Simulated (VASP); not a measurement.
## LiH: single point with PBE

The system is LiH.

```
CELL_PARAMETERS angstrom
0.00000 2.03250 2.19510
2.03250 0.00000 2.19510
2.03250 2.03250 0.00000
ATOMIC_POSITIONS crystal
Li 0.00000 0.00000 0.00000
H 0.50000 0.50000 0.50000
```

This cell differs from its parent crystal: strain +0.000 along x and y, +0.080 along z.

- Program: VASP 6.6.1
- Task: single point
- Functional: PBE
- Potentials or basis: VASP PAW PBE potentials, release 64 (Li_sv, H)
- Cutoff: 520 eV
- k mesh: 10 × 10 × 10
- Occupations: gaussian, width 0.05 eV
- Spin: no spin polarisation
- Dipole correction: no
- Further INCAR settings: ALGO = Normal; EDIFF = 1e-06; NBANDS = 9

```yaml
Band_gap_on_the_k_mesh: 2.28 eV (least direct gap 2.86 eV)
```

Levels at points of the mesh, in eV from the valence-band top:
| k point | band 1 | band 2 | band 3 | band 4 | band 5 |
| --- | --- | --- | --- | --- | --- |
| (0.00, 0.00, 0.00) | -44.61 | -5.17 | 14.31 | 16.38 | 16.38 |
| (0.50, 0.00, 0.00) | -44.58 | -2.50 | 4.48 | 12.16 | 15.03 |
| (0.50, 0.50, 0.00) | -44.57 | -0.58 | 2.28 | 10.84 | 10.84 |
| (0.50, 0.00, 0.50) | -44.57 | 0.00 | 3.19 | 9.42 | 10.05 |

Wall time 29 s on 1 thread of AMD EPYC 7R13, on a shared host, peak memory 0.11 GiB.

Caveat: the cell differs from its parent crystal (strain +0.000 along x and y, +0.080 along z). A k mesh can miss the band edges.
